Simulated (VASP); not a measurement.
# RbBeF3 (Pm-3m) in VASP: further runs

The runs below take RbBeF3 through single point, with PBEsol.

All numbers are computed with VASP 6.6.1; they aren't measurements. Logs are shortened: lines on timing, memory, paths and dates and some standing lists are left out, and cuts for length are marked.

**1. The cell of the first run**

Symmetry: Pm-3m, No. 221, cubic system. The conventional cell has a = 3.794 Å, b = 3.794 Å, c = 3.794 Å, α = 90.00°, β = 90.00°, γ = 90.00°. Within 3.5 Å of Rb (site symmetry m-3m) lie 12 F at 2.68 Å and 8 Be at 3.29 Å. Be (site symmetry m-3m) has 6 F at 1.90 Å within 2.5 Å. Within 2.5 Å of F (site symmetry 4/mmm) lie 2 Be at 1.90 Å.

**2. Single point, PBEsol**

The input, INCAR:

```
SYSTEM = RbBeF3
ALGO = Normal
EDIFF = 1E-6
ENCUT = 520
GGA = PS
ISIF = 2
ISMEAR = 0
LASPH = .TRUE.
LCHARG = .TRUE.
LELF = .TRUE.
LREAL = .FALSE.
LVHAR = .TRUE.
LWAVE = .FALSE.
NBANDS = 24
NELM = 80
PREC = Accurate
SIGMA = 0.01
```

The input, KPOINTS:

```
k-points
0
G
  6 6 6
  0 0 0
```

The input, POSCAR:

```
RbBeF3
1.0
    3.7940866901      0.0000000000      0.0000000000
    0.0000000000      3.7940866901      0.0000000000
    0.0000000000      0.0000000000      3.7940866901
Rb Be F
1 1 3
Direct
    0.0000000000      0.0000000000      0.0000000000
    0.5000000000      0.5000000000      0.5000000000
    0.0000000000      0.5000000000      0.5000000000
    0.5000000000      0.0000000000      0.5000000000
    0.5000000000      0.5000000000      0.0000000000
```

Potentials or basis: VASP PAW PBE potentials, release 64 (Rb_sv, Be, F).

The run is started by

```console
cat potpaw_PBE.64/Rb_sv/POTCAR potpaw_PBE.64/Be/POTCAR potpaw_PBE.64/F/POTCAR > POTCAR
mpirun -np 1 vasp_std > vasp.out
```

OUTCAR:

```text
SYSTEM = RbBeF3
   EDIFF = 1E-6
   ENCUT = 520
   GGA = PS
   ISIF = 2
   ISMEAR = 0
   LASPH = .TRUE.
   LREAL = .FALSE.
   NELM = 80
   PREC = Accurate

 ion  position               nearest neighbor table
   1  0.000  0.000  0.000-   3 2.68   4 2.68   5 2.68   3 2.68   4 2.68   3 2.68   5 2.68   3 2.68
                             4 2.68   5 2.68   4 2.68   5 2.68   2 3.29   2 3.29   2 3.29   2 3.29
   2  0.500  0.500  0.500-   3 1.90   4 1.90   5 1.90   5 1.90   4 1.90   3 1.90   1 3.29   1 3.29
                             1 3.29   1 3.29   1 3.29   1 3.29   1 3.29   1 3.29
   3  0.000  0.500  0.500-   2 1.90   2 1.90   1 2.68   1 2.68   1 2.68   1 2.68
   4  0.500  0.000  0.500-   2 1.90   2 1.90   1 2.68   1 2.68   1 2.68   1 2.68
   5  0.500  0.500  0.000-   2 1.90   2 1.90   1 2.68   1 2.68   1 2.68   1 2.68

  LATTYP: Found a simple cubic cell.
 ALAT       =     3.7940866901

  Lattice vectors:

 A1 = (   3.7940866901,   0.0000000000,   0.0000000000)
 A2 = (   0.0000000000,   3.7940866901,   0.0000000000)
 A3 = (   0.0000000000,   0.0000000000,   3.7940866901)

Analysis of symmetry for initial positions (statically):
=====================================================================
 Subroutine PRICEL returns:
 Original cell was already a primitive cell.

 Routine SETGRP: Setting up the symmetry group for a
 simple cubic supercell.

 Subroutine GETGRP returns: Found 48 space group operations
 (whereof 48 operations were pure point group operations)
 out of a pool of 48 trial point group operations.

The static configuration has the point symmetry O_h .

Analysis of symmetry for dynamics (positions and initial velocities):
=====================================================================
 Subroutine PRICEL returns:
 Original cell was already a primitive cell.

 Routine SETGRP: Setting up the symmetry group for a
 simple cubic supercell.

 Subroutine GETGRP returns: Found 48 space group operations
 (whereof 48 operations were pure point group operations)
 out of a pool of 48 trial point group operations.

The dynamic configuration has the point symmetry O_h .

 Subroutine INISYM returns: Found 48 space group operations
 (whereof 48 operations are pure point group operations),
 and found     1 'primitive' translations

----------------------------------------------------------------------------------------

                                     Primitive cell

  volume of cell :      54.6162

  direct lattice vectors                    reciprocal lattice vectors
     3.794086690  0.000000000  0.000000000     0.263568042  0.000000000  0.000000000
     0.000000000  3.794086690  0.000000000     0.000000000  0.263568042  0.000000000
     0.000000000  0.000000000  3.794086690     0.000000000  0.000000000  0.263568042

  length of vectors
     3.794086690  3.794086690  3.794086690     0.263568042  0.263568042  0.263568042

  position of ions in fractional coordinates (direct lattice)
     0.000000000  0.000000000  0.000000000
     0.500000000  0.500000000  0.500000000
     0.000000000  0.500000000  0.500000000
     0.500000000  0.000000000  0.500000000
     0.500000000  0.500000000  0.000000000

  ion indices of the primitive-cell ions
   primitive index   ion index
                 1           1
                 2           2
                 3           3
                 4           4
                 5           5

----------------------------------------------------------------------------------------

 KPOINTS: k-points

Automatic generation of k-mesh.
 Grid dimensions read from file:
 generate k-points for:    6    6    6

 Generating k-lattice:

  Cartesian coordinates                     Fractional coordinates (reciprocal lattice)
     0.043928007  0.000000000  0.000000000     0.166666667  0.000000000  0.000000000
     0.000000000  0.043928007  0.000000000     0.000000000  0.166666667  0.000000000
     0.000000000  0.000000000  0.043928007     0.000000000  0.000000000  0.166666667

  Length of vectors
     0.043928007  0.043928007  0.043928007

  Shift w.r.t. Gamma in fractional coordinates (k-lattice)
     0.000000000  0.000000000  0.000000000

 Subroutine IBZKPT returns following result:
 ===========================================

 Found     20 irreducible k-points:

 Following reciprocal coordinates:
            Coordinates               Weight
  0.000000  0.000000  0.000000      1.000000
  0.166667  0.000000  0.000000      6.000000
  0.333333  0.000000  0.000000      6.000000
  0.500000  0.000000  0.000000      3.000000
  0.166667  0.166667  0.000000     12.000000
  0.333333  0.166667  0.000000     24.000000
[... 12 lines left out ...]
  0.500000  0.500000  0.333333      6.000000
  0.500000  0.500000  0.500000      1.000000
   k-points           NKPTS =     20   k-points in BZ     NKDIM =     20   number of bands    NBANDS=     24
   number of dos      NEDOS =    301   number of ions     NIONS =      5
   total plane-waves  NPLWV =  21952
   dimension x,y,z NGX =    28 NGY =   28 NGZ =   28
   dimension x,y,z NGXF=    56 NGYF=   56 NGZF=   56
   ions per type =               1   1   3
   NGX,Y,Z   is equivalent  to a cutoff of  12.27, 12.27, 12.27 a.u.
   NGXF,Y,Z  is equivalent  to a cutoff of  24.54, 24.54, 24.54 a.u.
 SYSTEM =  RbBeF3
   PREC   = accura    normal or accurate (medium, high low for compatibility)
   ISTART =      0    job   : 0-new  1-cont  2-samecut
   ICHARG =      2    charge: 1-file 2-atom 10-const
   ISPIN  =      1    spin polarized calculation?
   LNONCOLLINEAR =      F non collinear calculations
   LSORBIT =      F    spin-orbit coupling
   LASPH  =      T    aspherical Exc in radial PAW
   ENCUT  =  520.0 eV  38.22 Ry    6.18 a.u.   7.05  7.05  7.05*2*pi/ulx,y,z
   NELM   =     80;   NELMIN=  2; NELMDL= -5     # of ELM steps
   EDIFF  = 0.1E-05   stopping-criterion for ELM
   LREAL  =      F    real-space projection
   EDIFFG = 0.1E-04   stopping-criterion for IOM
   NSW    =      0    number of steps for IOM
   IBRION =     -1    ionic relax: 0-MD 1-quasi-New 2-CG
   NFREE  =      0    steps in history (QN), initial steepest desc. (CG)
   ISIF   =      2    stress and relaxation
   ISYM   =      2    0-nonsym 1-usesym 2-fastsym
   POTIM  = 0.5000    time-step for ionic-motion
   TEBEG  =    0.0;   TEEND  =   0.0 temperature during run
   PSTRESS=    0.0 pullay stress
   NELECT =      32.0000    total number of electrons
   NUPDOWN=      -1.0000    fix difference up-down
   EMIN   =  10.00;   EMAX   =-10.00  energy-range for DOS
   EFERMI =   0.00;   METHOD = LEGACY
   ISMEAR =     0;   SIGMA  =   0.01  broadening in eV -4-tet -1-fermi 0-gaus
   EFERMI_NEDOS =   21; number of points for ismear=-14 and -15
   IALGO  =     38    algorithm
   IMIX   =      4    mixing-type and parameters
     AMIX     =   0.40;   BMIX     =  1.00
     AMIX_MAG =   1.60;   BMIX_MAG =  1.00
  volume/ion in A,a.u.               =      10.92        73.71
  Fermi-wavevector in a.u.,A,eV,Ry     =   1.369885  2.588708 25.532503  1.876586
  Thomas-Fermi vector in A             =   2.495721
   LORBIT       =      0    0 simple, 1 ext, 2 COOP (PROOUT), +10 PAW based schemes
   GGA     = PS    functional components
   LHFCALC =     F    Hartree Fock is set to
   AEXX    =    0.0000 exact exchange contribution
   IVDW    =     0    specifies the selected vdW correction
   LEPSILON=     F    determine dielectric tensor
   LRPA    =     F    only Hartree local field effects (RPA)
 non-spin polarized calculation
 Gauss-broadening in eV      SIGMA  =   0.01
  energy-cutoff  :      520.00
  volume of cell :       54.62
 maximum number of plane-waves:      1492
   NGX = 15   NGY = 15   NGZ = 15

 number of electron      31.9999960 magnetization

 Free energy of the ion-electron system (eV)
  ---------------------------------------------------
  ext. energy  EPLUGINS =         0.00000000
  ---------------------------------------------------
  free energy    TOTEN  =       -24.65275235 eV

  energy without entropy =      -24.65275235  energy(sigma->0) =      -24.65275235

 E-fermi :  -0.6680     XC(G=0): -10.7892

 val. band max:       -0.7794588723   @ k =   0.5000   0.5000   0.5000
 cond. band min:       6.4844878262   @ k =   0.0000   0.0000   0.0000
 fundamental gap:      7.2639466984
 Fermi energy:        -0.6679639673

 k-point     1 :       0.0000    0.0000    0.0000
  band No.  band energies     occupation
      1     -22.7173      2.00000
      2     -20.5917      2.00000
      3     -20.2761      2.00000
      4     -20.2761      2.00000
      5      -6.7936      2.00000
      6      -6.7936      2.00000
[... 16 lines left out ...]
     23      12.6544      0.00000
     24      14.3799      0.00000

 k-point     2 :       0.1667    0.0000    0.0000
  band No.  band energies     occupation
      1     -22.6212      2.00000
      2     -20.6619      2.00000
      3     -20.3432      2.00000
      4     -20.2727      2.00000
      5      -6.6772      2.00000
      6      -6.6772      2.00000
[... 16 lines left out ...]
     23      12.8454      0.00000
     24      13.9106      0.00000

 k-point     3 :       0.3333    0.0000    0.0000
  band No.  band energies     occupation
      1     -22.3811      2.00000
      2     -20.9151      2.00000
      3     -20.4099      2.00000
      4     -20.2648      2.00000
      5      -6.4122      2.00000
      6      -6.3991      2.00000
[... 16 lines left out ...]
     23      13.3168      0.00000
     24      13.9944      0.00000
[... 406 lines left out ...]
 k-point    19 :       0.5000    0.5000    0.3333
  band No.  band energies     occupation
      1     -21.8800      2.00000
      2     -20.6824      2.00000
      3     -20.6824      2.00000
      4     -20.6716      2.00000
      5      -7.2727      2.00000
      6      -7.2727      2.00000
[... 16 lines left out ...]
     23      14.3289      0.00000
     24      14.3442      0.00000

 k-point    20 :       0.5000    0.5000    0.5000
  band No.  band energies     occupation
      1     -21.8621      2.00000
      2     -20.6722      2.00000
      3     -20.6722      2.00000
      4     -20.6722      2.00000
      5      -7.4113      2.00000
      6      -7.4113      2.00000
[... 16 lines left out ...]
     23      14.3680      0.00000
     24      15.9262      0.00000

------------------------ aborting loop because EDIFF is reached ----------------------------------------

  FORCE on cell =-STRESS in cart. coord.  units (eV):
  Direction    XX          YY          ZZ          XY          YZ          ZX
  --------------------------------------------------------------------------------------
  -------------------------------------------------------------------------------------
  Total        0.0354027      0.0354027      0.0354027     -0.0000000      0.0000000     -0.0000000
  in kB        1.0385445      1.0385445      1.0385445     -0.0000000      0.0000000     -0.0000000
  external PRESSURE =       1.0385445 kB  Pullay stress =       0.0000000 kB

 VOLUME and BASIS-vectors are now :
 -----------------------------------------------------------------------------
  energy-cutoff  :      520.00
  volume of cell :       54.62
      direct lattice vectors                 reciprocal lattice vectors
     3.794086690  0.000000000  0.000000000     0.263568042  0.000000000  0.000000000
     0.000000000  3.794086690  0.000000000     0.000000000  0.263568042  0.000000000
     0.000000000  0.000000000  3.794086690     0.000000000  0.000000000  0.263568042

 POSITION                                       TOTAL-FORCE (eV/Angst)
 -----------------------------------------------------------------------------------
      0.00000      0.00000      0.00000         0.000000      0.000000      0.000000
      1.89704      1.89704      1.89704         0.000000      0.000000      0.000000
      0.00000      1.89704      1.89704         0.000000      0.000000      0.000000
      1.89704      0.00000      1.89704         0.000000      0.000000      0.000000
      1.89704      1.89704      0.00000         0.000000      0.000000      0.000000
 -----------------------------------------------------------------------------------
    total drift:                                0.000000      0.000000      0.000000

  FREE ENERGIE OF THE ION-ELECTRON SYSTEM (eV)
  ---------------------------------------------------
  free  energy   TOTEN  =       -24.6527523497 eV

  energy  without entropy=      -24.6527523497  energy(sigma->0) =      -24.65275235
```

Run time: 9.2 s. Hardware: 1 thread of Intel Xeon 6975P-C (Granite Rapids), shared host; peak memory 0.16 GiB.

Results:

```
Free energy            : -24.6528 eV
Pressure               : 0.1 GPa
Band gap on the k mesh : 7.26 eV, indirect (least direct gap 7.27 eV)
```

Caveat: the PAW data sets were made with another functional, which shifts forces and pressure a little. A k mesh can miss the band edges.

**3. Single point, PBEsol**

The input, INCAR:

```
PREC = Accurate
ENCUT = 520
EDIFF = 1E-6
ISMEAR = 0
SIGMA = 0.02
LREAL = False
LASPH = True
NELM = 100
ALGO = Normal
ISIF = 2
LWAVE = False
LCHARG = True
GGA = PS
LELF = True
LVHAR = True
NBANDS = 24
```

The input, KPOINTS:

```
Automatic mesh
0
Gamma
  6 6 6
```

POSCAR is that of step 2.

Potentials or basis: VASP PAW PBE potentials, release 64 (Rb_sv, Be, F).

The run is started by

```console
cat potpaw_PBE.64/Rb_sv/POTCAR potpaw_PBE.64/Be/POTCAR potpaw_PBE.64/F/POTCAR > POTCAR
mpirun -np 1 vasp_std > vasp.out
```

It took 9.4 s on 1 thread of Intel Xeon 6975P-C (Granite Rapids), shared host; peak memory 0.16 GiB.

It converged, with:

| Property | Result |
| --- | --- |
| Free energy | -24.6528 eV |
| Pressure | 0.1 GPa |
| Band gap on the k mesh | 7.26 eV, indirect (least direct gap 7.27 eV) |

Levels at points of the mesh, in eV from the valence-band top:
| k point | band 13 | band 14 | band 15 | band 16 | band 17 | band 18 | band 19 | band 20 |
| --- | --- | --- | --- | --- | --- | --- | --- | --- |
| (0.00, 0.00, 0.00) | -0.78 | -0.01 | -0.01 | -0.01 | 7.26 | 10.21 | 10.21 | 12.91 |
| (0.50, 0.00, 0.00) | -0.71 | -0.71 | -0.65 | -0.65 | 10.08 | 10.88 | 11.68 | 13.41 |
| (0.50, 0.50, 0.00) | -1.04 | -0.45 | -0.45 | -0.03 | 11.09 | 11.21 | 11.21 | 12.91 |
| (0.50, 0.50, 0.50) | -0.68 | 0.00 | 0.00 | 0.00 | 9.34 | 9.34 | 9.34 | 13.88 |

Caveat: the PAW data sets were made with another functional, which shifts forces and pressure a little.
